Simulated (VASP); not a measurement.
# CaMg3Tl (Pm-3m) in VASP: notebook

Runs on CaMg3Tl. Level: PBE. Tasks: single point, relaxation of cell and atoms.

All numbers are computed with VASP 6.6.1; they aren't measurements. Logs are shortened: lines on timing, memory, paths and dates and some standing lists are left out, and cuts for length are marked.

## 1. The cell of the first run

The structure is cubic, space group Pm-3m (No. 221). Conventional cell: a = 5.456 Å, b = 5.456 Å, c = 5.456 Å, α = 90.00°, β = 90.00°, γ = 90.00°. Ca (site symmetry m-3m) has 12 Mg at 3.86 Å and 8 Tl at 4.72 Å within 5.1 Å. Mg (site symmetry 4/mmm) has 2 Tl at 2.73 Å within 3.6 Å. Tl (site symmetry m-3m) has 6 Mg at 2.73 Å within 3.6 Å.

## 2. Single point, PBE

Input file INCAR:

```
SYSTEM = CaMg3Tl
PREC = Accurate ; ENCUT = 520
EDIFF = 1E-6 ; ISMEAR = 0
SIGMA = 0.1 ; LREAL = .False.
LASPH = .True. ; NELM = 100
ALGO = Normal ; ISIF = 2
LWAVE = .False. ; LCHARG = .True.
GGA = PE ; LELF = .True.
LVHAR = .True. ; NBANDS = 22
```

Input file KPOINTS:

```
regular mesh
0
Gamma
  4 4 4
  0 0 0
```

Input file POSCAR:

```
CaMg3Tl
1.0
    5.4558661358      0.0000000000      0.0000000000
    0.0000000000      5.4558661358      0.0000000000
    0.0000000000      0.0000000000      5.4558661358
Ca Mg Tl
1 3 1
Direct
    0.5000000000      0.5000000000      0.5000000000
    0.5000000000      0.0000000000      0.0000000000
    0.0000000000      0.5000000000      0.0000000000
    0.0000000000      0.0000000000      0.5000000000
    0.0000000000      0.0000000000      0.0000000000
```

Potentials or basis: VASP PAW PBE potentials, release 64 (Ca_sv, Mg, Tl_d).

On the command line:

```bash
> cat potpaw_PBE.64/Ca_sv/POTCAR potpaw_PBE.64/Mg/POTCAR potpaw_PBE.64/Tl_d/POTCAR > POTCAR
> mpirun -np 1 vasp_std > vasp.out
```

OUTCAR:

```text
SYSTEM = CaMg3Tl
   PREC = Accurate
   ENCUT = 520
   EDIFF = 1E-6
   ISMEAR = 0
   LREAL = .False.
   LASPH = .True.
   NELM = 100
   ISIF = 2
   GGA = PE

 ion  position               nearest neighbor table
   1  0.500  0.500  0.500-
   2  0.500  0.000  0.000-   5 2.73   5 2.73
   3  0.000  0.500  0.000-   5 2.73   5 2.73
   4  0.000  0.000  0.500-   5 2.73   5 2.73
   5  0.000  0.000  0.000-   2 2.73   3 2.73   4 2.73   4 2.73   3 2.73   2 2.73

  LATTYP: Found a simple cubic cell.
 ALAT       =     5.4558661358

  Lattice vectors:

 A1 = (   5.4558661358,   0.0000000000,   0.0000000000)
 A2 = (   0.0000000000,   5.4558661358,   0.0000000000)
 A3 = (   0.0000000000,   0.0000000000,   5.4558661358)

Analysis of symmetry for initial positions (statically):
=====================================================================
 Subroutine PRICEL returns:
 Original cell was already a primitive cell.

 Routine SETGRP: Setting up the symmetry group for a
 simple cubic supercell.

 Subroutine GETGRP returns: Found 48 space group operations
 (whereof 48 operations were pure point group operations)
 out of a pool of 48 trial point group operations.

The static configuration has the point symmetry O_h .

Analysis of symmetry for dynamics (positions and initial velocities):
=====================================================================
 Subroutine PRICEL returns:
 Original cell was already a primitive cell.

 Routine SETGRP: Setting up the symmetry group for a
 simple cubic supercell.

 Subroutine GETGRP returns: Found 48 space group operations
 (whereof 48 operations were pure point group operations)
 out of a pool of 48 trial point group operations.

The dynamic configuration has the point symmetry O_h .

 Subroutine INISYM returns: Found 48 space group operations
 (whereof 48 operations are pure point group operations),
 and found     1 'primitive' translations

----------------------------------------------------------------------------------------

                                     Primitive cell

  volume of cell :     162.4019

  direct lattice vectors                    reciprocal lattice vectors
     5.455866136  0.000000000  0.000000000     0.183288955  0.000000000  0.000000000
     0.000000000  5.455866136  0.000000000     0.000000000  0.183288955  0.000000000
     0.000000000  0.000000000  5.455866136     0.000000000  0.000000000  0.183288955

  length of vectors
     5.455866136  5.455866136  5.455866136     0.183288955  0.183288955  0.183288955

  position of ions in fractional coordinates (direct lattice)
     0.500000000  0.500000000  0.500000000
     0.500000000  0.000000000  0.000000000
     0.000000000  0.500000000  0.000000000
     0.000000000  0.000000000  0.500000000
     0.000000000  0.000000000  0.000000000

  ion indices of the primitive-cell ions
   primitive index   ion index
                 1           1
                 2           2
                 3           3
                 4           4
                 5           5

----------------------------------------------------------------------------------------

 KPOINTS: regular mesh

Automatic generation of k-mesh.
 Grid dimensions read from file:
 generate k-points for:    4    4    4

 Generating k-lattice:

  Cartesian coordinates                     Fractional coordinates (reciprocal lattice)
     0.045822239  0.000000000  0.000000000     0.250000000  0.000000000  0.000000000
     0.000000000  0.045822239  0.000000000     0.000000000  0.250000000  0.000000000
     0.000000000  0.000000000  0.045822239     0.000000000  0.000000000  0.250000000

  Length of vectors
     0.045822239  0.045822239  0.045822239

  Shift w.r.t. Gamma in fractional coordinates (k-lattice)
     0.000000000  0.000000000  0.000000000

 Subroutine IBZKPT returns following result:
 ===========================================

 Found     10 irreducible k-points:

 Following reciprocal coordinates:
            Coordinates               Weight
  0.000000  0.000000  0.000000      1.000000
  0.250000  0.000000  0.000000      6.000000
  0.500000  0.000000  0.000000      3.000000
  0.250000  0.250000  0.000000     12.000000
  0.500000  0.250000  0.000000     12.000000
  0.500000  0.500000  0.000000      3.000000
  0.250000  0.250000  0.250000      8.000000
  0.500000  0.250000  0.250000     12.000000
  0.500000  0.500000  0.250000      6.000000
  0.500000  0.500000  0.500000      1.000000
   k-points           NKPTS =     10   k-points in BZ     NKDIM =     10   number of bands    NBANDS=     22
   number of dos      NEDOS =    301   number of ions     NIONS =      5
   total plane-waves  NPLWV =  74088
   dimension x,y,z NGX =    42 NGY =   42 NGZ =   42
   dimension x,y,z NGXF=    84 NGYF=   84 NGZF=   84
   ions per type =               1   3   1
   NGX,Y,Z   is equivalent  to a cutoff of  12.80, 12.80, 12.80 a.u.
   NGXF,Y,Z  is equivalent  to a cutoff of  25.60, 25.60, 25.60 a.u.
 SYSTEM =  CaMg3Tl
   PREC   = accura    normal or accurate (medium, high low for compatibility)
   ISTART =      0    job   : 0-new  1-cont  2-samecut
   ICHARG =      2    charge: 1-file 2-atom 10-const
   ISPIN  =      1    spin polarized calculation?
   LNONCOLLINEAR =      F non collinear calculations
   LSORBIT =      F    spin-orbit coupling
   LASPH  =      T    aspherical Exc in radial PAW
   ENCUT  =  520.0 eV  38.22 Ry    6.18 a.u.  10.14 10.14 10.14*2*pi/ulx,y,z
   NELM   =    100;   NELMIN=  2; NELMDL= -5     # of ELM steps
   EDIFF  = 0.1E-05   stopping-criterion for ELM
   LREAL  =      F    real-space projection
   EDIFFG = 0.1E-04   stopping-criterion for IOM
   NSW    =      0    number of steps for IOM
   IBRION =     -1    ionic relax: 0-MD 1-quasi-New 2-CG
   NFREE  =      0    steps in history (QN), initial steepest desc. (CG)
   ISIF   =      2    stress and relaxation
   ISYM   =      2    0-nonsym 1-usesym 2-fastsym
   POTIM  = 0.5000    time-step for ionic-motion
   TEBEG  =    0.0;   TEEND  =   0.0 temperature during run
   PSTRESS=    0.0 pullay stress
   NELECT =      29.0000    total number of electrons
   NUPDOWN=      -1.0000    fix difference up-down
   EMIN   =  10.00;   EMAX   =-10.00  energy-range for DOS
   EFERMI =   0.00;   METHOD = LEGACY
   ISMEAR =     0;   SIGMA  =   0.10  broadening in eV -4-tet -1-fermi 0-gaus
   EFERMI_NEDOS =   21; number of points for ismear=-14 and -15
   IALGO  =     38    algorithm
   IMIX   =      4    mixing-type and parameters
     AMIX     =   0.40;   BMIX     =  1.00
     AMIX_MAG =   1.60;   BMIX_MAG =  1.00
  volume/ion in A,a.u.               =      32.48       219.19
  Fermi-wavevector in a.u.,A,eV,Ry     =   0.921886  1.742112 11.563230  0.849873
  Thomas-Fermi vector in A             =   2.047352
   LORBIT       =      0    0 simple, 1 ext, 2 COOP (PROOUT), +10 PAW based schemes
   GGA     = PE    functional components
   LHFCALC =     F    Hartree Fock is set to
   AEXX    =    0.0000 exact exchange contribution
   IVDW    =     0    specifies the selected vdW correction
   LEPSILON=     F    determine dielectric tensor
   LRPA    =     F    only Hartree local field effects (RPA)
 non-spin polarized calculation
 Gauss-broadening in eV      SIGMA  =   0.10
  energy-cutoff  :      520.00
  volume of cell :      162.40
 maximum number of plane-waves:      4416
 NGX is ok and might be reduce to    42
   NGX = 21   NGY = 21   NGZ = 21

 number of electron      28.9999999 magnetization

 Free energy of the ion-electron system (eV)
  ---------------------------------------------------
  ext. energy  EPLUGINS =         0.00000000
  ---------------------------------------------------
  free energy    TOTEN  =        -7.67799041 eV

  energy without entropy =       -7.65549795  energy(sigma->0) =       -7.66674418

 E-fermi :   2.4278     XC(G=0):  -8.0111

 val. band max:        2.3940515107   @ k =   0.5000   0.5000   0.2500
 cond. band min:       2.5289916771   @ k =   0.2500   0.2500   0.0000
 fundamental gap:      0.1349401664
 Fermi energy:         2.4278457259

 k-point     1 :       0.0000    0.0000    0.0000
  band No.  band energies     occupation
      1     -40.0874      2.00000
      2     -21.0525      2.00000
      3     -21.0525      2.00000
      4     -21.0525      2.00000
      5      -9.5781      2.00000
      6      -9.5781      2.00000
[... 14 lines left out ...]
     21       5.6068      0.00000
     22       6.0218      0.00000

 k-point     2 :       0.2500    0.0000    0.0000
  band No.  band energies     occupation
      1     -40.0874      2.00000
      2     -21.0532      2.00000
      3     -21.0524      2.00000
      4     -21.0524      2.00000
      5      -9.5778      2.00000
      6      -9.5650      2.00000
[... 14 lines left out ...]
     21       4.7552      0.00000
     22       5.2477      0.00000

 k-point     3 :       0.5000    0.0000    0.0000
  band No.  band energies     occupation
      1     -40.0874      2.00000
      2     -21.0538      2.00000
      3     -21.0524      2.00000
      4     -21.0524      2.00000
      5      -9.5774      2.00000
      6      -9.5519      2.00000
[... 14 lines left out ...]
     21       4.7344      0.00000
     22       4.7359      0.00000
[... 126 lines left out ...]
 k-point     9 :       0.5000    0.5000    0.2500
  band No.  band energies     occupation
      1     -40.0873      2.00000
      2     -21.0536      2.00000
      3     -21.0536      2.00000
      4     -21.0529      2.00000
      5      -9.5508      2.00000
      6      -9.5372      2.00000
[... 14 lines left out ...]
     21       5.0393      0.00000
     22       5.0981      0.00000

 k-point    10 :       0.5000    0.5000    0.5000
  band No.  band energies     occupation
      1     -40.0873      2.00000
      2     -21.0536      2.00000
      3     -21.0536      2.00000
      4     -21.0536      2.00000
      5      -9.5370      2.00000
      6      -9.5370      2.00000
[... 14 lines left out ...]
     21       5.1143      0.00000
     22       5.1143      0.00000

------------------------ aborting loop because EDIFF is reached ----------------------------------------

  FORCE on cell =-STRESS in cart. coord.  units (eV):
  Direction    XX          YY          ZZ          XY          YZ          ZX
  --------------------------------------------------------------------------------------
  -------------------------------------------------------------------------------------
  Total       -0.0319766     -0.0319766     -0.0319766      0.0000000      0.0000000      0.0000000
  in kB       -0.3154649     -0.3154649     -0.3154649      0.0000000      0.0000000      0.0000000
  external PRESSURE =      -0.3154649 kB  Pullay stress =       0.0000000 kB

 VOLUME and BASIS-vectors are now :
 -----------------------------------------------------------------------------
  energy-cutoff  :      520.00
  volume of cell :      162.40
      direct lattice vectors                 reciprocal lattice vectors
     5.455866136  0.000000000  0.000000000     0.183288955  0.000000000  0.000000000
     0.000000000  5.455866136  0.000000000     0.000000000  0.183288955  0.000000000
     0.000000000  0.000000000  5.455866136     0.000000000  0.000000000  0.183288955

 POSITION                                       TOTAL-FORCE (eV/Angst)
 -----------------------------------------------------------------------------------
      2.72793      2.72793      2.72793         0.000000      0.000000      0.000000
      2.72793      0.00000      0.00000         0.000000      0.000000      0.000000
      0.00000      2.72793      0.00000         0.000000      0.000000      0.000000
      0.00000      0.00000      2.72793         0.000000      0.000000      0.000000
      0.00000      0.00000      0.00000         0.000000      0.000000      0.000000
 -----------------------------------------------------------------------------------
    total drift:                                0.000000     -0.000000     -0.000000

  FREE ENERGIE OF THE ION-ELECTRON SYSTEM (eV)
  ---------------------------------------------------
  free  energy   TOTEN  =        -7.6779904100 eV

  energy  without entropy=       -7.6554979524  energy(sigma->0) =       -7.66674418
```

It took 38 s on 1 thread of Intel Xeon Platinum 8375C at 2.90GHz (Ice Lake), shared host; peak memory 0.27 GiB.

Results:

```yaml
Free_energy: -7.6780 eV
Pressure: 0.0 GPa
```

Caveat: spin-orbit coupling is left out, which moves the levels of the heavy elements.

## 3. Relaxation of cell and atoms, PBE

This run uses another cell than the first one, of 23.72 Å³/atom, 0.730 times its volume.

Input file INCAR:

```
ALGO     = Normal         # electronic algorithm
EDIFF    = 1E-6           # SCF threshold, eV
EDIFFG   = -0.04          # ionic threshold
ENCUT    = 600            # plane-wave cutoff, eV
GGA      = PE             # functional
IBRION   = 2              # ionic algorithm
ISIF     = 3              # what is computed and relaxed
ISMEAR   = 0              # smearing method
LASPH    = True           # aspherical terms in the spheres
LCHARG   = False          # write CHGCAR
LREAL    = False          # projectors in reciprocal space
LWAVE    = False          # write WAVECAR
NELM     = 80             # most SCF steps
NSW      = 90             # ionic steps
PREC     = Accurate       # precision mode
SIGMA    = 0.1            # smearing width, eV
```

Input file KPOINTS:

```
k-points
0
Gamma
  4 4 4
```

POSCAR, as its differences from that of step 2:

```diff
@@ -2,5 +2,5 @@
 1.0
-    5.4558661358      0.0000000000      0.0000000000
-    0.0000000000      5.4558661358      0.0000000000
-    0.0000000000      0.0000000000      5.4558661358
+    4.9133378000      0.0000000000      0.0000000000
+    0.0000000000      4.9133378000      0.0000000000
+    0.0000000000      0.0000000000      4.9133378000
 Ca Mg Tl
```

Potentials or basis: VASP PAW PBE potentials, release 64 (Ca_sv, Mg, Tl_d).

On the command line:

```bash
> cat potpaw_PBE.64/Ca_sv/POTCAR potpaw_PBE.64/Mg/POTCAR potpaw_PBE.64/Tl_d/POTCAR > POTCAR
> mpirun -np 1 vasp_std > vasp.out
```

It took 57 s on 1 thread of Intel Xeon Platinum 8375C at 2.90GHz (Ice Lake), shared host; peak memory 0.26 GiB.

It converged, with:

| Item | Value |
| --- | --- |
| Free energy | -7.6712 eV |
| Relaxed volume | 32.14 Å³/atom |
| Relaxed cell | a = 5.437 Å, b = 5.437 Å, c = 5.437 Å, α = 90.00°, β = 90.00°, γ = 90.00° |
| Space group after relaxing (to 0.05 Å) | Pm-3m (No. 221) |
| Energy gained by relaxing | 300.5 meV/atom |
| Ionic steps | 2 |
| Pressure after relaxing | 0.2 GPa |

Step by step:
```
step  energy change (eV)  largest force (eV/Å)  pressure (GPa)  volume (Å³)
   1              0.0000                0.0000           14.92       118.61
   2             -1.5027                0.0000            0.20       160.72
```

Final structure:
```xyz
5
Lattice="5.4369 0.0000 0.0000 0.0000 5.4369 0.0000 0.0000 0.0000 5.4369" Properties=species:S:1:pos:R:3 pbc="T T T"
Ca    2.7185    2.7185    2.7185
Mg    2.7185    0.0000    0.0000
Mg    0.0000    2.7185    0.0000
Mg    0.0000    0.0000    2.7185
Tl    0.0000    0.0000    0.0000
```

Levels at points of the mesh, in eV from the Fermi level:
| k point | band 11 | band 12 | band 13 | band 14 | band 15 | band 16 | band 17 | band 18 |
| --- | --- | --- | --- | --- | --- | --- | --- | --- |
| (0.00, 0.00, 0.00) | -2.03 | -1.50 | -1.50 | -1.50 | -0.44 | -0.44 | 2.05 | 2.05 |
| (0.50, 0.00, 0.00) | -4.13 | -1.18 | -1.18 | -0.74 | 0.50 | 0.90 | 1.30 | 1.53 |
| (0.50, 0.50, 0.00) | -3.44 | -3.44 | -1.70 | -0.62 | 0.16 | 1.06 | 1.06 | 2.04 |
| (0.50, 0.50, 0.50) | -3.01 | -3.01 | -3.01 | -0.76 | -0.76 | -0.76 | 0.35 | 2.60 |

Caveat: the volume moved by over 15 % at a fixed basis, so the end points are rough; spin-orbit coupling is left out, which moves the levels of the heavy elements.
